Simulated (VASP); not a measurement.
# BN (BN (F-43m)) (F-43m) in VASP: notebook

Aim: see how the results for BN (BN (F-43m)) move with the level of theory and the settings. Levels: PBE, HSE06. Tasks: single point, relaxation of the atoms.

All numbers are computed with VASP 6.6.1; they aren't measurements. Logs are shortened: lines on timing, memory, paths and dates and some standing lists are left out, and cuts for length are marked.

### 1 The cell of the first run

It takes space group F-43m (No. 216, cubic). Conventional cell: a = 3.624 Å, b = 3.624 Å, c = 3.624 Å, α = 90.00°, β = 90.00°, γ = 90.00°. Within 2.1 Å of B (site symmetry -43m) lie 4 N at 1.57 Å. Within 2.1 Å of N (site symmetry -43m) lie 4 B at 1.57 Å.

### 2 Single point, PBE

Input file INCAR:

```
PREC = Accurate
ENCUT = 520
EDIFF = 1E-7
ISMEAR = 0
SIGMA = 0.01
LREAL = F
LASPH = T
NELM = 80
ALGO = Normal
ISIF = 2
LWAVE = F
LCHARG = F
GGA = PE
NBANDS = 11
ISYM = 0
```

Input file KPOINTS:

```
Automatic mesh
0
Gamma
  4 4 4
  0.25 0.25 0.25
```

Input file POSCAR:

```
BN
1.0
    0.0000000000      1.8120551925      1.8120551925
    1.8120551925      0.0000000000      1.8120551925
    1.8120551925      1.8120551925      0.0000000000
B N
1 1
Direct
    0.0000000000      0.0000000000      0.0000000000
    0.2500000000      0.2500000000      0.2500000000
```

Potentials or basis: VASP PAW PBE potentials, release 64 (B, N).

Run with:

```bash
$ cat potpaw_PBE.64/B/POTCAR potpaw_PBE.64/N/POTCAR > POTCAR
$ mpirun -np 1 vasp_std > vasp.out
```

OUTCAR:

```text
PREC = Accurate
   ENCUT = 520
   EDIFF = 1E-7
   ISMEAR = 0
   LREAL = F
   LASPH = T
   NELM = 80
   ISIF = 2
   GGA = PE
   ISYM = 0

 ion  position               nearest neighbor table
   1  0.000  0.000  0.000-   2 1.57   2 1.57   2 1.57   2 1.57
   2  0.250  0.250  0.250-   1 1.57   1 1.57   1 1.57   1 1.57

IMPORTANT INFORMATION: All symmetrisations will be switched off!
NOSYMM: (Re-)initialisation of all symmetry stuff for point group C_1.

----------------------------------------------------------------------------------------

                                     Primitive cell

  volume of cell :      11.8999

  direct lattice vectors                    reciprocal lattice vectors
     0.000000000  1.812055192  1.812055192    -0.275929785  0.275929785  0.275929785
     1.812055192  0.000000000  1.812055192     0.275929785 -0.275929785  0.275929785
     1.812055192  1.812055192  0.000000000     0.275929785  0.275929785 -0.275929785

  length of vectors
     2.562633029  2.562633029  2.562633029     0.477924407  0.477924407  0.477924407

  position of ions in fractional coordinates (direct lattice)
     0.000000000  0.000000000  0.000000000
     0.250000000  0.250000000  0.250000000

  ion indices of the primitive-cell ions
   primitive index   ion index
                 1           1
                 2           2

----------------------------------------------------------------------------------------

 KPOINTS: Automatic mesh

Automatic generation of k-mesh.
 Grid dimensions read from file:
 generate k-points for:    4    4    4

 Generating k-lattice:

  Cartesian coordinates                     Fractional coordinates (reciprocal lattice)
    -0.068982446  0.068982446  0.068982446     0.250000000  0.000000000  0.000000000
     0.068982446 -0.068982446  0.068982446     0.000000000  0.250000000  0.000000000
     0.068982446  0.068982446 -0.068982446     0.000000000  0.000000000  0.250000000

  Length of vectors
     0.119481102  0.119481102  0.119481102

  Shift w.r.t. Gamma in fractional coordinates (k-lattice)
     0.250000000  0.250000000  0.250000000

 Subroutine IBZKPT returns following result:
 ===========================================

 Found    256 irreducible k-points:

 Following reciprocal coordinates:
            Coordinates               Weight
  0.062500  0.062500  0.062500      2.000000
  0.062500  0.000000  0.000000      2.000000
  0.000000  0.000000 -0.062500      2.000000
  0.000000  0.062500  0.000000      2.000000
  0.312500  0.062500  0.062500      2.000000
  0.062500  0.312500  0.062500      2.000000
[... 16 lines left out ...]
  0.000000  0.500000 -0.062500      2.000000
  0.500000  0.000000 -0.062500      2.000000
 [... further k-points ...]
   k-points           NKPTS =    256   k-points in BZ     NKDIM =    256   number of bands    NBANDS=     11
   number of dos      NEDOS =    301   number of ions     NIONS =      2
   total plane-waves  NPLWV =   8000
   dimension x,y,z NGX =    20 NGY =   20 NGZ =   20
   dimension x,y,z NGXF=    40 NGYF=   40 NGZF=   40
   ions per type =               1   1
   NGX,Y,Z   is equivalent  to a cutoff of  12.97, 12.97, 12.97 a.u.
   NGXF,Y,Z  is equivalent  to a cutoff of  25.95, 25.95, 25.95 a.u.
 SYSTEM =  unknown system
   PREC   = accura    normal or accurate (medium, high low for compatibility)
   ISTART =      0    job   : 0-new  1-cont  2-samecut
   ICHARG =      2    charge: 1-file 2-atom 10-const
   ISPIN  =      1    spin polarized calculation?
   LNONCOLLINEAR =      F non collinear calculations
   LSORBIT =      F    spin-orbit coupling
   LASPH  =      T    aspherical Exc in radial PAW
   ENCUT  =  520.0 eV  38.22 Ry    6.18 a.u.   4.76  4.76  4.76*2*pi/ulx,y,z
   NELM   =     80;   NELMIN=  2; NELMDL= -5     # of ELM steps
   EDIFF  = 0.1E-06   stopping-criterion for ELM
   LREAL  =      F    real-space projection
   EDIFFG = 0.1E-05   stopping-criterion for IOM
   NSW    =      0    number of steps for IOM
   IBRION =     -1    ionic relax: 0-MD 1-quasi-New 2-CG
   NFREE  =      0    steps in history (QN), initial steepest desc. (CG)
   ISIF   =      2    stress and relaxation
   ISYM   =      0    0-nonsym 1-usesym 2-fastsym
   POTIM  = 0.5000    time-step for ionic-motion
   TEBEG  =    0.0;   TEEND  =   0.0 temperature during run
   PSTRESS=    0.0 pullay stress
   NELECT =       8.0000    total number of electrons
   NUPDOWN=      -1.0000    fix difference up-down
   EMIN   =  10.00;   EMAX   =-10.00  energy-range for DOS
   EFERMI =   0.00;   METHOD = LEGACY
   ISMEAR =     0;   SIGMA  =   0.01  broadening in eV -4-tet -1-fermi 0-gaus
   EFERMI_NEDOS =   21; number of points for ismear=-14 and -15
   IALGO  =     38    algorithm
   IMIX   =      4    mixing-type and parameters
     AMIX     =   0.40;   BMIX     =  1.00
     AMIX_MAG =   1.60;   BMIX_MAG =  1.00
  volume/ion in A,a.u.               =       5.95        40.15
  Fermi-wavevector in a.u.,A,eV,Ry     =   1.434135  2.710122 27.983695  2.056744
  Thomas-Fermi vector in A             =   2.553577
   LORBIT       =      0    0 simple, 1 ext, 2 COOP (PROOUT), +10 PAW based schemes
   GGA     = PE    functional components
   LHFCALC =     F    Hartree Fock is set to
   AEXX    =    0.0000 exact exchange contribution
   IVDW    =     0    specifies the selected vdW correction
   LEPSILON=     F    determine dielectric tensor
   LRPA    =     F    only Hartree local field effects (RPA)
 non-spin polarized calculation
 Gauss-broadening in eV      SIGMA  =   0.01
  energy-cutoff  :      520.00
  volume of cell :       11.90
 maximum number of plane-waves:       331
   NGX =  9   NGY =  9   NGZ =  9

 number of electron       7.9999999 magnetization

 Free energy of the ion-electron system (eV)
  ---------------------------------------------------
  ext. energy  EPLUGINS =         0.00000000
  ---------------------------------------------------
  free energy    TOTEN  =       -17.41423181 eV

  energy without entropy =      -17.41423181  energy(sigma->0) =      -17.41423181

 E-fermi :   7.3006     XC(G=0): -12.7801

 val. band max:        7.2239616533   @ k =   0.0625   0.0000   0.0000
 cond. band min:      12.0951113768   @ k =  -0.4375   0.5000   0.0000
 fundamental gap:      4.8711497234
 Fermi energy:         7.3005807318

 k-point     1 :       0.0625    0.0625    0.0625
  band No.  band energies     occupation
      1     -12.7299      2.00000
      2       6.7968      2.00000
      3       7.2240      2.00000
      4       7.2240      2.00000
      5      16.2248      0.00000
      6      16.2552      0.00000
      7      16.2552      0.00000
      8      17.8763      0.00000
      9      31.8207      0.00000
     10      33.3301      0.00000
     11      33.3301      0.00000

 k-point     2 :       0.0625    0.0000    0.0000
  band No.  band energies     occupation
      1     -12.7299      2.00000
      2       6.7968      2.00000
      3       7.2240      2.00000
      4       7.2240      2.00000
      5      16.2248      0.00000
      6      16.2552      0.00000
      7      16.2552      0.00000
      8      17.8763      0.00000
      9      31.8207      0.00000
     10      33.3301      0.00000
     11      33.3301      0.00000

 k-point     3 :       0.0000    0.0000   -0.0625
  band No.  band energies     occupation
      1     -12.7299      2.00000
      2       6.7968      2.00000
      3       7.2240      2.00000
      4       7.2240      2.00000
      5      16.2248      0.00000
      6      16.2552      0.00000
      7      16.2552      0.00000
      8      17.8763      0.00000
      9      31.8207      0.00000
     10      33.3301      0.00000
     11      33.3301      0.00000

 k-point     4 :       0.0000    0.0625    0.0000
  band No.  band energies     occupation
      1     -12.7299      2.00000
      2       6.7968      2.00000
      3       7.2240      2.00000
      4       7.2240      2.00000
      5      16.2248      0.00000
      6      16.2552      0.00000
      7      16.2552      0.00000
      8      17.8763      0.00000
      9      31.8207      0.00000
     10      33.3301      0.00000
     11      33.3301      0.00000

 k-point     5 :       0.3125    0.0625    0.0625
  band No.  band energies     occupation
      1     -11.0329      2.00000
      2       1.2932      2.00000
      3       5.4120      2.00000
      4       6.3149      2.00000
      5      17.1762      0.00000
      6      17.5426      0.00000
      7      18.0443      0.00000
      8      21.0170      0.00000
      9      29.7230      0.00000
     10      29.9487      0.00000
     11      33.0458      0.00000
[... 211 lines left out ...]
 k-point    21 :      -0.4375    0.5000    0.5000
  band No.  band energies     occupation
      1      -8.6181      2.00000
      2      -3.1600      2.00000
      3       5.0990      2.00000
      4       5.2417      2.00000
      5      17.4456      0.00000
      6      17.9217      0.00000
      7      18.2826      0.00000
      8      22.6011      0.00000
      9      30.1858      0.00000
     10      33.7382      0.00000
     11      34.2033      0.00000

 k-point    22 :       0.0625    0.5000    0.0000
  band No.  band energies     occupation
      1      -8.6181      2.00000
      2      -3.1600      2.00000
      3       5.0990      2.00000
      4       5.2417      2.00000
      5      17.4456      0.00000
      6      17.9217      0.00000
      7      18.2826      0.00000
      8      22.6011      0.00000
      9      30.1858      0.00000
     10      33.7382      0.00000
     11      34.2033      0.00000

 k-point    23 :       0.0000    0.5000   -0.0625
  band No.  band energies     occupation
      1      -8.6181      2.00000
      2      -3.1600      2.00000
      3       5.0990      2.00000
      4       5.2417      2.00000
      5      17.4456      0.00000
      6      17.9217      0.00000
      7      18.2826      0.00000
      8      22.6011      0.00000
      9      30.1858      0.00000
     10      33.7382      0.00000
     11      34.2033      0.00000

 k-point    24 :       0.5000    0.0000   -0.0625
  band No.  band energies     occupation
      1      -8.6181      2.00000
      2      -3.1600      2.00000
      3       5.0990      2.00000
      4       5.2417      2.00000
      5      17.4456      0.00000
      6      17.9217      0.00000
      7      18.2826      0.00000
      8      22.6011      0.00000
      9      30.1858      0.00000
     10      33.7382      0.00000
     11      34.2033      0.00000

 [... further k-points ...]
[... 5 lines left out ...]
  --------------------------------------------------------------------------------------
  -------------------------------------------------------------------------------------
  Total        0.0554888      0.0554888      0.0554888      0.0000003      0.0000003      0.0000002
  in kB        7.4708753      7.4708752      7.4708735      0.0000339      0.0000353      0.0000331
  external PRESSURE =       7.4708747 kB  Pullay stress =       0.0000000 kB

 VOLUME and BASIS-vectors are now :
 -----------------------------------------------------------------------------
  energy-cutoff  :      520.00
  volume of cell :       11.90
      direct lattice vectors                 reciprocal lattice vectors
     0.000000000  1.812055192  1.812055192    -0.275929785  0.275929785  0.275929785
     1.812055192  0.000000000  1.812055192     0.275929785 -0.275929785  0.275929785
     1.812055192  1.812055192  0.000000000     0.275929785  0.275929785 -0.275929785

 POSITION                                       TOTAL-FORCE (eV/Angst)
 -----------------------------------------------------------------------------------
      0.00000      0.00000      0.00000         0.000000      0.000000      0.000000
      0.90603      0.90603      0.90603        -0.000000     -0.000000     -0.000000
 -----------------------------------------------------------------------------------
    total drift:                               -0.000001     -0.000001     -0.000001

  FREE ENERGIE OF THE ION-ELECTRON SYSTEM (eV)
  ---------------------------------------------------
  free  energy   TOTEN  =       -17.4142318087 eV

  energy  without entropy=      -17.4142318087  energy(sigma->0) =      -17.41423181
```

Wall time 31 s (1 thread of AMD EPYC 7R43 (Zen 3), shared host); peak memory 0.1 GiB.

Results:

| Property | Result |
| --- | --- |
| Free energy | -17.4142 eV |
| Pressure | 0.7 GPa |
| Band gap on the k mesh | 4.87 eV, indirect (least direct gap 9.00 eV) |

Caveat: the k points lie up to 0.75 Å⁻¹ apart. A k mesh can miss the band edges.

### 3 Single point, HSE06

POSCAR is that of step 2.

Input file INCAR.step1:

```
  PREC = Accurate
  ENCUT = 520
  EDIFF = 1E-5
  ISMEAR = -1
  SIGMA = 0.01
  LREAL = False
  LASPH = True
  NELM = 60
  ALGO = Normal
  ISIF = 2
  LWAVE = True
  LCHARG = False
  GGA = PE
  NBANDS = 11
```

Input file INCAR.step2:

```
  PREC = Accurate
  ENCUT = 520
  EDIFF = 1E-6
  ISMEAR = -1
  SIGMA = 0.01
  LREAL = False
  LASPH = True
  NELM = 60
  ALGO = Normal
  ISIF = 2
  LWAVE = False
  LCHARG = False
  GGA = PE
  LHFCALC = True
  HFSCREEN = 0.2079
  PRECFOCK = Normal
  ISTART = 1
  NBANDS = 11
```

KPOINTS is that of step 2.

Potentials or basis: VASP PAW PBE potentials, release 64 (B, N).

Run with:

```bash
$ cat potpaw_PBE.64/B/POTCAR potpaw_PBE.64/N/POTCAR > POTCAR
$ cp INCAR.step1 INCAR
$ mpirun -np 1 vasp_std > vasp.out
$ cp INCAR.step2 INCAR
$ mpirun -np 1 vasp_std > vasp.out
```

It took 13 min on 1 thread of AMD EPYC 7R43 (Zen 3), shared host; peak memory 0.19 GiB.

The run converged. Its results:

```yaml
Free_energy: -20.2887 eV
Pressure: -8.2 GPa
Band_gap_on_the_k_mesh: 6.23 eV, indirect (least direct gap 10.74 eV)
```

Levels at points of the mesh, in eV from the valence-band top:
| k point | band 1 | band 2 | band 3 | band 4 | band 5 | band 6 | band 7 | band 8 | band 9 |
| --- | --- | --- | --- | --- | --- | --- | --- | --- | --- |
| (0.06, 0.06, 0.06) | -21.80 | -0.46 | 0.00 | 0.00 | 10.74 | 10.79 | 10.79 | 12.49 | 26.57 |

Caveat: the k points lie up to 0.75 Å⁻¹ apart; the PAW data sets were made with another functional, which shifts forces and pressure a little. A k mesh can miss the band edges.

### 4 Relaxation of the atoms, PBE

Input file INCAR:

```
SYSTEM = BN
PREC = Accurate
ENCUT = 520
EDIFF = 1E-6
ISMEAR = 0
SIGMA = 0.01
LREAL = .FALSE.
LASPH = .TRUE.
NELM = 100
ALGO = Normal
ISIF = 2
LWAVE = .FALSE.
LCHARG = .FALSE.
GGA = PE
IBRION = 2
NSW = 100
EDIFFG = -0.03
ISYM = 0
```

KPOINTS is that of step 3.

POSCAR is that of step 3.

Run with:

```bash
$ cat potpaw_PBE.64/B/POTCAR potpaw_PBE.64/N/POTCAR > POTCAR
$ mpirun -np 1 vasp_std > vasp.out
```

Run time: 24 s. Hardware: 1 thread of AMD EPYC 7R43 (Zen 3), shared host; peak memory 0.1 GiB.

It converged, with:

```yaml
Free_energy: -17.4142 eV
Pressure_after_relaxing: 0.8 GPa
Band_gap_on_the_k_mesh: 4.87 eV, indirect (least direct gap 9.00 eV)
```

Final structure:
```
CELL_PARAMETERS angstrom
0.00000 1.81206 1.81206
1.81206 0.00000 1.81206
1.81206 1.81206 0.00000
ATOMIC_POSITIONS crystal
B 0.00000 0.00000 0.00000
N 0.25000 0.25000 0.25000
```

Levels at points of the mesh, in eV from the valence-band top:
```csv
k point,band 1,band 2,band 3,band 4,band 5,band 6,band 7,band 8
"(0.06, 0.06, 0.06)",-19.95,-0.43,0.00,0.00,9.00,9.03,9.03,10.65
```

Caveat: the k points lie up to 0.75 Å⁻¹ apart; the relaxation stopped at its first step, so nothing moved.

### 5 Single point, PBE

Input file INCAR:

```
PREC = Accurate
ENCUT = 910
EDIFF = 1E-6
ISMEAR = 0
SIGMA = 0.01
LREAL = F
LASPH = T
NELM = 120
ALGO = Normal
ISIF = 2
LWAVE = F
LCHARG = F
GGA = PE
NBANDS = 11
ISYM = 0
GGA_COMPAT = F
```

KPOINTS is that of step 4.

POSCAR is that of step 4.

Potentials or basis: VASP PAW PBE potentials, release 64 (B_h, N_h).

Run with:

```bash
$ cat potpaw_PBE.64/B_h/POTCAR potpaw_PBE.64/N_h/POTCAR > POTCAR
$ mpirun -np 1 vasp_std > vasp.out
```

It used 270 s of CPU time on 1 thread of AMD EPYC 7R13 Processor (Zen 3), with other jobs on the host.

It converged, with:

* Free energy: -17.4326 eV
* Pressure: 0.0 GPa
* Band gap on the k mesh: 4.88 eV, indirect (least direct gap 9.01 eV)

Levels at points of the mesh, in eV from the valence-band top:
| k point | band 1 | band 2 | band 3 | band 4 | band 5 | band 6 | band 7 | band 8 | band 9 |
| --- | --- | --- | --- | --- | --- | --- | --- | --- | --- |
| (0.06, 0.06, 0.06) | -19.96 | -0.43 | 0.00 | 0.00 | 9.01 | 9.04 | 9.04 | 10.66 | 24.60 |

Caveat: the k points lie up to 0.75 Å⁻¹ apart; the cutoff is under 1.25 times the usual one of these potentials, so pressure, stress and relaxed cells hold a basis-set (Pulay) error. A k mesh can miss the band edges.

### 6 Single point, HSE06

POSCAR is that of step 5.

Input file INCAR.step1:

```
  PREC = Accurate
  ENCUT = 910
  EDIFF = 1E-5
  ISMEAR = -1
  SIGMA = 0.01
  LREAL = False
  LASPH = True
  NELM = 120
  ALGO = Normal
  ISIF = 2
  LWAVE = True
  LCHARG = False
  GGA = PE
  NBANDS = 11
  GGA_COMPAT = False
```

INCAR.step2: that of step 3 with these lines changed.

```diff
@@ -1,3 +1,3 @@
   PREC = Accurate
-  ENCUT = 520
+  ENCUT = 910
   EDIFF = 1E-6
@@ -7,3 +7,3 @@
   LASPH = True
-  NELM = 60
+  NELM = 120
   ALGO = Normal
@@ -18 +18,2 @@
   NBANDS = 11
+  GGA_COMPAT = False
```

KPOINTS is that of step 5.

Potentials or basis: VASP PAW PBE potentials, release 64 (B_h, N_h).

Run with:

```bash
$ cat potpaw_PBE.64/B_h/POTCAR potpaw_PBE.64/N_h/POTCAR > POTCAR
$ cp INCAR.step1 INCAR
$ mpirun -np 1 vasp_std > vasp.out
$ cp INCAR.step2 INCAR
$ mpirun -np 1 vasp_std > vasp.out
```

It took 10 min on 1 thread of AMD EPYC 9R45 (Zen 5), shared host; peak memory 0.24 GiB.

The run converged. Its results:

```yaml
Free_energy: -20.3091 eV
Pressure: -9.2 GPa
Band_gap_on_the_k_mesh: 6.24 eV, indirect (least direct gap 10.75 eV)
```

Levels at points of the mesh, in eV from the valence-band top:
| k point | band 1 | band 2 | band 3 | band 4 | band 5 | band 6 | band 7 | band 8 |
| --- | --- | --- | --- | --- | --- | --- | --- | --- |
| (0.06, 0.06, 0.06) | -21.79 | -0.45 | 0.00 | 0.00 | 10.75 | 10.80 | 10.80 | 12.49 |

Caveat: the k points lie up to 0.75 Å⁻¹ apart; the cutoff is under 1.25 times the usual one of these potentials, so pressure, stress and relaxed cells hold a basis-set (Pulay) error; the PAW data sets were made with another functional, which shifts forces and pressure a little. A k mesh can miss the band edges.

### 7 The runs side by side

| task | level | potentials or basis | cell | cutoff (eV) | smearing | grid for exact exchange (PRECFOCK) | screening parameter | second run | gap on the mesh (eV) | pressure (GPa) |
| --- | --- | --- | --- | --- | --- | --- | --- | --- | --- | --- |
| single point | PBE | VASP PAW PBE potentials, release 64 (B, N) | as given | 520 | gaussian 0.01 eV | - | - | - | 4.87 | 0.7 |
| single point | HSE06 | VASP PAW PBE potentials, release 64 (B, N) | as given | 520 | fermi-dirac 0.01 eV | Normal | 0.2079 1/Å | - | 6.23 | -8.2 |
| relaxation of the atoms | PBE | VASP PAW PBE potentials, release 64 (B, N) | atoms relaxed | 520 | gaussian 0.01 eV | - | - | - | 4.87 | 0.8 |
| single point | PBE | VASP PAW PBE potentials, release 64 (B_h, N_h) | as given | 910 | gaussian 0.01 eV | - | - | hard_potentials | 4.88 | 0.0 |
| single point | HSE06 | VASP PAW PBE potentials, release 64 (B_h, N_h) | as given | 910 | fermi-dirac 0.01 eV | Normal | 0.2079 1/Å | hard_potentials | 6.24 | -9.2 |

Alike in all rows: no spin polarisation; k mesh 4 × 4 × 4, shifted.

Caveats: all runs use coarse meshes; the PAW data sets were made with another functional, which shifts forces and pressure a little (some runs); the cutoff is under 1.25 times the usual one of these potentials, so pressure, stress and relaxed cells hold a basis-set (Pulay) error (some runs); the relaxation stopped at its first step, so nothing moved (some runs).

Absolute energies hang on the potentials; compare differences alone.
